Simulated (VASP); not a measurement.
# InSe (Cm) in VASP: a series of runs

The runs below take InSe through single point, with PBEsol.

All numbers are computed with VASP 6.6.1; they aren't measurements. Logs are shortened: lines on timing, memory, paths and dates and some standing lists are left out, and cuts for length are marked.

**1. The cell of the first run**

The structure is monoclinic, space group Cm (No. 8). The conventional cell has a = 11.750 Å, b = 4.111 Å, c = 4.564 Å, α = 90.00°, β = 110.64°, γ = 90.00°. In (site symmetry m) has 3 Se at 2.43 to 2.70 Å and 1 In at 2.79 Å within 3.2 Å. Within 3.5 Å of In (site symmetry m) lie 3 Se at 2.67 to 2.70 Å and 1 In at 2.79 Å. Se (site symmetry m) has 3 In at 2.43 to 2.70 Å within 3.2 Å. Se (site symmetry m) has 5 In at 2.67 to 3.56 Å and 5 Se at 3.49 to 3.70 Å within 3.7 Å.

**2. Single point, PBEsol (atom 3 (Se) moved +0.240 Å towards its neighbour atom 1 (In) at 2.673 Å)**

INCAR reads:

```
PREC     = Accurate       # precision mode
ENCUT    = 520            # plane-wave cutoff, eV
EDIFF    = 1E-6           # SCF threshold, eV
ISMEAR   = 0              # smearing method
SIGMA    = 0.05           # smearing width, eV
LREAL    = False          # projectors in reciprocal space
LASPH    = True           # aspherical terms in the spheres
NELM     = 100            # most SCF steps
ALGO     = Normal         # electronic algorithm
ISIF     = 2              # what is computed and relaxed
LWAVE    = False          # write WAVECAR
LCHARG   = False          # write CHGCAR
GGA      = PS             # functional
NBANDS   = 27             # bands
```

KPOINTS reads:

```
regular mesh
0
Gamma
  8 8 6
```

POSCAR reads:

```
InSe
1.0
    5.8749264423     -2.0552742521     -0.0052948673
    5.8749264423      2.0552742521     -0.0052948673
   -1.6051187023      0.0000000000      4.2720903652
In Se
2 2
Direct
    0.8858026589      0.8858026589      0.0290539339
    0.1141973411      0.1141973411      0.9709460661
    0.6754702344      0.6754702344      0.6726459428
    0.3452787783      0.3452787783      0.3625132294
```

Potentials or basis: VASP PAW PBE potentials, release 64 (In_d, Se).

Run with:

```
cat potpaw_PBE.64/In_d/POTCAR potpaw_PBE.64/Se/POTCAR > POTCAR
mpirun -np 1 vasp_std > vasp.out
```

OUTCAR:

```text
PREC = Accurate
   ENCUT = 520
   EDIFF = 1E-6
   ISMEAR = 0
   LREAL = False
   LASPH = True
   NELM = 100
   ISIF = 2
   GGA = PS

 ion  position               nearest neighbor table
   1  0.886  0.886  0.029-   3 2.43   4 2.70   4 2.70   2 2.79   2 3.73   2 3.73
   2  0.114  0.114  0.971-   4 2.67   3 2.70   3 2.70   1 2.79   1 3.73   1 3.73
   3  0.675  0.675  0.673-   1 2.43   2 2.70   2 2.70
   4  0.345  0.345  0.363-   2 2.67   1 2.70   1 2.70

  LATTYP: Found a base centered monoclinic cell.
 ALAT       =    11.7498576567
 B/A-ratio  =     0.3498381533
 C/A-ratio  =     0.3884028818
 COS(beta)  =    -0.3525595217

  Lattice vectors:

 A1 = (   5.8749264423,  -2.0552742521,  -0.0052948673)
 A2 = (   5.8749264423,   2.0552742521,  -0.0052948673)
 A3 = (  -1.6051187023,   0.0000000000,   4.2720903652)

Analysis of symmetry for initial positions (statically):
=====================================================================
 Subroutine PRICEL returns:
 Original cell was already a primitive cell.

 Routine SETGRP: Setting up the symmetry group for a
 base centered monoclinic supercell.

 Subroutine GETGRP returns: Found  2 space group operations
 (whereof  2 operations were pure point group operations)
 out of a pool of  4 trial point group operations.

The static configuration has the point symmetry C_1h.

Analysis of symmetry for dynamics (positions and initial velocities):
=====================================================================
 Subroutine PRICEL returns:
 Original cell was already a primitive cell.

 Routine SETGRP: Setting up the symmetry group for a
 base centered monoclinic supercell.

 Subroutine GETGRP returns: Found  2 space group operations
 (whereof  2 operations were pure point group operations)
 out of a pool of  4 trial point group operations.

The dynamic configuration has the point symmetry C_1h.

 Subroutine INISYM returns: Found  2 space group operations
 (whereof  2 operations are pure point group operations),
 and found     1 'primitive' translations

----------------------------------------------------------------------------------------

                                     Primitive cell

  volume of cell :     103.1325

  direct lattice vectors                    reciprocal lattice vectors
     5.874926442 -2.055274252 -0.005294867     0.085136278 -0.243276536  0.031987580
     5.874926442  2.055274252 -0.005294867     0.085136278  0.243276536  0.031987580
    -1.605118702  0.000000000  4.272090365     0.000211037  0.000000000  0.234156737

  length of vectors
     6.224061455  6.224061455  4.563678575     0.259720742  0.259720742  0.234156832

  position of ions in fractional coordinates (direct lattice)
     0.885802659  0.885802659  0.029053934
     0.114197341  0.114197341  0.970946066
     0.675470234  0.675470234  0.672645943
     0.345278778  0.345278778  0.362513229

  ion indices of the primitive-cell ions
   primitive index   ion index
                 1           1
                 2           2
                 3           3
                 4           4

----------------------------------------------------------------------------------------

 KPOINTS: regular mesh

Automatic generation of k-mesh.
 Grid dimensions read from file:
 generate k-points for:    8    8    6

 Generating k-lattice:

  Cartesian coordinates                     Fractional coordinates (reciprocal lattice)
     0.010642035 -0.030409567  0.003998447     0.125000000 -0.000000000  0.000000000
     0.010642035  0.030409567  0.003998447    -0.000000000  0.125000000  0.000000000
     0.000035173  0.000000000  0.039026123     0.000000000  0.000000000  0.166666667

  Length of vectors
     0.032465093  0.032465093  0.039026139

  Shift w.r.t. Gamma in fractional coordinates (k-lattice)
     0.000000000  0.000000000  0.000000000

 Subroutine IBZKPT returns following result:
 ===========================================

 Found    114 irreducible k-points:

 Following reciprocal coordinates:
            Coordinates               Weight
  0.000000  0.000000  0.000000      1.000000
  0.125000  0.000000  0.000000      4.000000
  0.250000  0.000000  0.000000      4.000000
  0.375000  0.000000  0.000000      4.000000
  0.500000  0.000000  0.000000      2.000000
  0.125000  0.125000  0.000000      2.000000
[... 16 lines left out ...]
  0.125000  0.000000  0.166667      4.000000
  0.250000  0.000000  0.166667      4.000000
 [... further k-points ...]
   k-points           NKPTS =    114   k-points in BZ     NKDIM =    114   number of bands    NBANDS=     27
   number of dos      NEDOS =    301   number of ions     NIONS =      4
   total plane-waves  NPLWV =  82944
   dimension x,y,z NGX =    48 NGY =   48 NGZ =   36
   dimension x,y,z NGXF=    96 NGYF=   96 NGZF=   72
   ions per type =               2   2
   NGX,Y,Z   is equivalent  to a cutoff of  12.82, 12.82, 13.11 a.u.
   NGXF,Y,Z  is equivalent  to a cutoff of  25.64, 25.64, 26.23 a.u.
 SYSTEM =  unknown system
   PREC   = accura    normal or accurate (medium, high low for compatibility)
   ISTART =      0    job   : 0-new  1-cont  2-samecut
   ICHARG =      2    charge: 1-file 2-atom 10-const
   ISPIN  =      1    spin polarized calculation?
   LNONCOLLINEAR =      F non collinear calculations
   LSORBIT =      F    spin-orbit coupling
   LASPH  =      T    aspherical Exc in radial PAW
   ENCUT  =  520.0 eV  38.22 Ry    6.18 a.u.  11.57 11.57  8.49*2*pi/ulx,y,z
   NELM   =    100;   NELMIN=  2; NELMDL= -5     # of ELM steps
   EDIFF  = 0.1E-05   stopping-criterion for ELM
   LREAL  =      F    real-space projection
   EDIFFG = 0.1E-04   stopping-criterion for IOM
   NSW    =      0    number of steps for IOM
   IBRION =     -1    ionic relax: 0-MD 1-quasi-New 2-CG
   NFREE  =      0    steps in history (QN), initial steepest desc. (CG)
   ISIF   =      2    stress and relaxation
   ISYM   =      2    0-nonsym 1-usesym 2-fastsym
   POTIM  = 0.5000    time-step for ionic-motion
   TEBEG  =    0.0;   TEEND  =   0.0 temperature during run
   PSTRESS=    0.0 pullay stress
   NELECT =      38.0000    total number of electrons
   NUPDOWN=      -1.0000    fix difference up-down
   EMIN   =  10.00;   EMAX   =-10.00  energy-range for DOS
   EFERMI =   0.00;   METHOD = LEGACY
   ISMEAR =     0;   SIGMA  =   0.05  broadening in eV -4-tet -1-fermi 0-gaus
   EFERMI_NEDOS =   21; number of points for ismear=-14 and -15
   IALGO  =     38    algorithm
   IMIX   =      4    mixing-type and parameters
     AMIX     =   0.40;   BMIX     =  1.00
     AMIX_MAG =   1.60;   BMIX_MAG =  1.00
  volume/ion in A,a.u.               =      25.78       173.99
  Fermi-wavevector in a.u.,A,eV,Ry     =   1.173647  2.217871 18.741310  1.377447
  Thomas-Fermi vector in A             =   2.310057
   LORBIT       =      0    0 simple, 1 ext, 2 COOP (PROOUT), +10 PAW based schemes
   GGA     = PS    functional components
   LHFCALC =     F    Hartree Fock is set to
   AEXX    =    0.0000 exact exchange contribution
   IVDW    =     0    specifies the selected vdW correction
   LEPSILON=     F    determine dielectric tensor
   LRPA    =     F    only Hartree local field effects (RPA)
 non-spin polarized calculation
 Gauss-broadening in eV      SIGMA  =   0.05
  energy-cutoff  :      520.00
  volume of cell :      103.13
 maximum number of plane-waves:      2803
 NGX is ok and might be reduce to    48
   NGX = 23   NGY = 23   NGZ = 17

 number of electron      38.0000001 magnetization

 Free energy of the ion-electron system (eV)
  ---------------------------------------------------
  ext. energy  EPLUGINS =         0.00000000
  ---------------------------------------------------
  free energy    TOTEN  =       -15.32005703 eV

  energy without entropy =      -15.32005703  energy(sigma->0) =      -15.32005703

 E-fermi :   5.1372     XC(G=0):  -9.7883

 val. band max:        4.9159466691   @ k =  -0.2500  -0.2500   0.3333
 cond. band min:       5.9509882534   @ k =   0.0000   0.0000   0.5000
 fundamental gap:      1.0350415842
 Fermi energy:         5.1372311523

 k-point     1 :       0.0000    0.0000    0.0000
  band No.  band energies     occupation
      1      -9.9057      2.00000
      2      -9.6161      2.00000
      3      -9.3850      2.00000
      4      -9.3826      2.00000
      5      -9.3357      2.00000
      6      -9.3286      2.00000
[... 19 lines left out ...]
     26      11.9391      0.00000
     27      13.8468      0.00000

 k-point     2 :       0.1250    0.0000    0.0000
  band No.  band energies     occupation
      1      -9.9020      2.00000
      2      -9.6165      2.00000
      3      -9.4501      2.00000
      4      -9.3802      2.00000
      5      -9.3464      2.00000
      6      -9.3237      2.00000
[... 19 lines left out ...]
     26      12.0079      0.00000
     27      13.9041      0.00000

 k-point     3 :       0.2500    0.0000    0.0000
  band No.  band energies     occupation
      1      -9.8948      2.00000
      2      -9.6261      2.00000
      3      -9.5173      2.00000
      4      -9.3908      2.00000
      5      -9.3558      2.00000
      6      -9.3246      2.00000
[... 19 lines left out ...]
     26      11.8557      0.00000
     27      13.0543      0.00000

 k-point     4 :       0.3750    0.0000    0.0000
  band No.  band energies     occupation
      1      -9.8911      2.00000
      2      -9.6475      2.00000
      3      -9.5306      2.00000
      4      -9.4256      2.00000
      5      -9.3486      2.00000
      6      -9.3349      2.00000
[... 19 lines left out ...]
     26      12.6052      0.00000
     27      13.0051      0.00000

 k-point     5 :       0.5000    0.0000    0.0000
  band No.  band energies     occupation
      1      -9.8908      2.00000
      2      -9.6569      2.00000
      3      -9.5266      2.00000
      4      -9.4432      2.00000
      5      -9.3485      2.00000
      6      -9.3372      2.00000
[... 19 lines left out ...]
     26      12.4879      0.00000
     27      13.2652      0.00000

 k-point     6 :       0.1250    0.1250    0.0000
  band No.  band energies     occupation
      1      -9.8992      2.00000
      2      -9.6125      2.00000
      3      -9.3993      2.00000
      4      -9.3884      2.00000
      5      -9.3386      2.00000
      6      -9.3357      2.00000
[... 444 lines left out ...]
      1      -9.8625      2.00000
      2      -9.5591      2.00000
      3      -9.4708      2.00000
      4      -9.4461      2.00000
      5      -9.3508      2.00000
      6      -9.3339      2.00000
[... 19 lines left out ...]
     26      11.4410      0.00000
     27      12.2566      0.00000

 k-point    22 :       0.0000    0.0000    0.1667
  band No.  band energies     occupation
      1      -9.9110      2.00000
      2      -9.6171      2.00000
      3      -9.3848      2.00000
      4      -9.3798      2.00000
      5      -9.3346      2.00000
      6      -9.3325      2.00000
[... 19 lines left out ...]
     26      12.0996      0.00000
     27      13.0738      0.00000

 k-point    23 :       0.1250    0.0000    0.1667
  band No.  band energies     occupation
      1      -9.9074      2.00000
      2      -9.6190      2.00000
      3      -9.4439      2.00000
      4      -9.3725      2.00000
      5      -9.3486      2.00000
      6      -9.3222      2.00000
[... 19 lines left out ...]
     26      11.4903      0.00000
     27      13.3267      0.00000

 k-point    24 :       0.2500    0.0000    0.1667
  band No.  band energies     occupation
      1      -9.9019      2.00000
      2      -9.6314      2.00000
      3      -9.5095      2.00000
      4      -9.3893      2.00000
      5      -9.3527      2.00000
      6      -9.3281      2.00000
[... 19 lines left out ...]
     26      11.6306      0.00000
     27      12.5499      0.00000

 [... further k-points ...]
[... 5 lines left out ...]
  --------------------------------------------------------------------------------------
  -------------------------------------------------------------------------------------
  Total        2.0957953      0.4620761      2.5174995      0.0000000      0.0000000      2.3350812
  in kB       32.5584631      7.1784147     39.1096938      0.0000000      0.0000000     36.2758009
  external PRESSURE =      26.2821905 kB  Pullay stress =       0.0000000 kB

 VOLUME and BASIS-vectors are now :
 -----------------------------------------------------------------------------
  energy-cutoff  :      520.00
  volume of cell :      103.13
      direct lattice vectors                 reciprocal lattice vectors
     5.874926442 -2.055274252 -0.005294867     0.085136278 -0.243276536  0.031987580
     5.874926442  2.055274252 -0.005294867     0.085136278  0.243276536  0.031987580
    -1.605118702  0.000000000  4.272090365     0.000211037  0.000000000  0.234156737

 POSITION                                       TOTAL-FORCE (eV/Angst)
 -----------------------------------------------------------------------------------
     10.36142      0.00000      0.11474         1.349515      0.000000      1.118934
     -0.21668      0.00000      4.14676        -0.018771      0.000000      0.093867
      6.85700      0.00000      2.86645        -1.638395      0.000000     -1.514686
      3.47510      0.00000      1.54503         0.307651      0.000000      0.301884
 -----------------------------------------------------------------------------------
    total drift:                                0.000240     -0.000000      0.000064

  FREE ENERGIE OF THE ION-ELECTRON SYSTEM (eV)
  ---------------------------------------------------
  free  energy   TOTEN  =       -15.3200570267 eV

  energy  without entropy=      -15.3200570267  energy(sigma->0) =      -15.32005703
```

Wall time 8.5 min (1 thread of Intel Xeon 8259CL, shared host); peak memory 0.46 GiB.

Results:

```yaml
Free_energy: -15.3201 eV
Pressure: 2.6 GPa
Largest_force: 2.231 eV/Å
Band_gap_on_the_k_mesh: 1.04 eV (least direct gap 1.11 eV)
```

Forces on the atoms (eV/Å):
```
In   1.350  0.000  1.119
In  -0.019  0.000  0.094
Se  -1.638  0.000 -1.515
Se   0.308  0.000  0.302
```

Stress tensor (GPa, compression positive):
```
3.26 0.00 3.63
0.00 0.72 0.00
3.63 0.00 3.91
```

Caveat: the cell differs from its parent crystal (atom 3 (Se) moved +0.240 Å towards its neighbour atom 1 (In) at 2.673 Å); the PAW data sets were made with another functional, which shifts forces and pressure a little; spin-orbit coupling is left out, which moves the levels of the heavy elements.

**3. Single point, PBEsol (atom 3 (Se) moved -0.180 Å towards its neighbour atom 1 (In) at 2.673 Å)**

INCAR reads:

```
SYSTEM = InSe
PREC = Accurate
ENCUT = 520
EDIFF = 1E-7
ISMEAR = 0
SIGMA = 0.05
LREAL = .False.
LASPH = .True.
NELM = 60
ALGO = Normal
ISIF = 2
LWAVE = .False.
LCHARG = .True.
GGA = PS
LELF = .True.
LVHAR = .True.
NBANDS = 27
```

KPOINTS reads:

```
Automatic mesh
0
Gamma
  8 8 6
  0 0 0
```

POSCAR: that of step 2 with these lines changed.

```diff
@@ -10,3 +10,3 @@
     0.1141973411      0.1141973411      0.9709460661
-    0.6754702344      0.6754702344      0.6726459428
+    0.6391594622      0.6391594622      0.6111173914
     0.3452787783      0.3452787783      0.3625132294
```

Potentials or basis: VASP PAW PBE potentials, release 64 (In_d, Se).

Run with:

```
cat potpaw_PBE.64/In_d/POTCAR potpaw_PBE.64/Se/POTCAR > POTCAR
mpirun -np 1 vasp_std > vasp.out
```

It took 7.9 min on 1 thread of Intel Xeon 8259CL, shared host; peak memory 0.47 GiB.

Results (log left out):

* Free energy: -15.4740 eV
* Pressure: -0.8 GPa
* Largest force: 0.813 eV/Å
* Band gap on the k mesh: 0.39 eV (least direct gap 0.79 eV)

Forces in eV/Å, atoms in the order of the input:
```
In  -0.348  0.000 -0.329
In   0.039  0.000 -0.094
Se   0.562  0.000  0.588
Se  -0.253  0.000 -0.165
```

Stress tensor (GPa, compression positive):
```
-0.35  0.00 -1.12
 0.00 -0.33  0.00
-1.12  0.00 -1.67
```

Levels at points of the mesh, in eV from the valence-band top:
| k point | band 15 | band 16 | band 17 | band 18 | band 19 | band 20 | band 21 | band 22 | band 23 | band 24 |
| --- | --- | --- | --- | --- | --- | --- | --- | --- | --- | --- |
| (0.00, 0.00, 0.00) | -3.35 | -2.59 | -2.25 | -2.10 | -1.70 | 2.39 | 3.50 | 3.81 | 4.75 | 5.15 |
| (0.50, 0.00, 0.00) | -2.58 | -2.18 | -1.64 | -1.31 | -1.03 | 1.45 | 2.32 | 2.98 | 3.27 | 4.15 |
| (0.50, 0.50, 0.00) | -2.84 | -2.49 | -1.45 | -0.96 | -0.68 | 0.97 | 2.62 | 2.74 | 4.46 | 5.87 |
| (0.00, 0.00, 0.50) | -2.06 | -1.89 | -1.75 | -1.21 | -0.07 | 0.71 | 2.39 | 3.14 | 3.35 | 5.32 |
| (0.50, 0.00, 0.50) | -3.95 | -3.58 | -2.72 | -2.54 | -2.03 | 1.95 | 3.09 | 4.11 | 4.49 | 6.95 |
| (0.50, 0.50, 0.50) | -2.67 | -1.72 | -1.46 | -1.10 | -0.25 | 1.78 | 2.84 | 3.19 | 3.67 | 4.99 |

Caveat: the cell differs from its parent crystal (atom 3 (Se) moved -0.180 Å towards its neighbour atom 1 (In) at 2.673 Å); the PAW data sets were made with another functional, which shifts forces and pressure a little; spin-orbit coupling is left out, which moves the levels of the heavy elements.
